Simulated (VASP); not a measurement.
Wanted: the native input for a VASP 6.6.1 run.

```yaml
Task: single point
Functional: PBE
Potentials_or_basis: VASP PAW PBE potentials, release 64 (Mo_sv)
Cutoff: 520 eV
k_mesh: 8 × 8 × 8
Occupations: gaussian, width 0.05 eV
Spin: no spin polarisation
Dipole_correction: no
Further_INCAR_settings: ALGO = Normal; EDIFF = 1e-07; NBANDS = 13
```

The structure of Mo lies in POSCAR:

```
Mo
1.0
   -1.5816602142      1.5816602142      1.5816602142
    1.5816602142     -1.5816602142      1.5816602142
    1.5816602142      1.5816602142     -1.5816602142
Mo
1
Direct
    0.0000000000      0.0000000000      0.0000000000
```

The input as run:

INCAR

```
  PREC = Accurate
  ENCUT = 520
  EDIFF = 1E-7
  ISMEAR = 0
  SIGMA = 0.05
  LREAL = False
  LASPH = True
  NELM = 60
  ALGO = Normal
  ISIF = 2
  LWAVE = False
  LCHARG = False
  GGA = PE
  NBANDS = 13
```

KPOINTS

```
regular mesh
0
Gamma
  8 8 8
```

Potentials or basis: VASP PAW PBE potentials, release 64 (Mo_sv).

Run with:

```console
$ cat potpaw_PBE.64/Mo_sv/POTCAR > POTCAR
$ mpirun -np 1 vasp_std > vasp.out
```

Results of the run:

| Quantity | Value |
| --- | --- |
| Pressure | 0.5 GPa |
| Band gap on the k mesh | zero (band 7 reaches 16.30 eV, above the bottom of band 8 at 11.05 eV) |

Wall time 3.1 s on 1 thread of AMD EPYC 9R45 96-Core Processor (Zen 5) (shared host), peak memory 0.09 GiB.
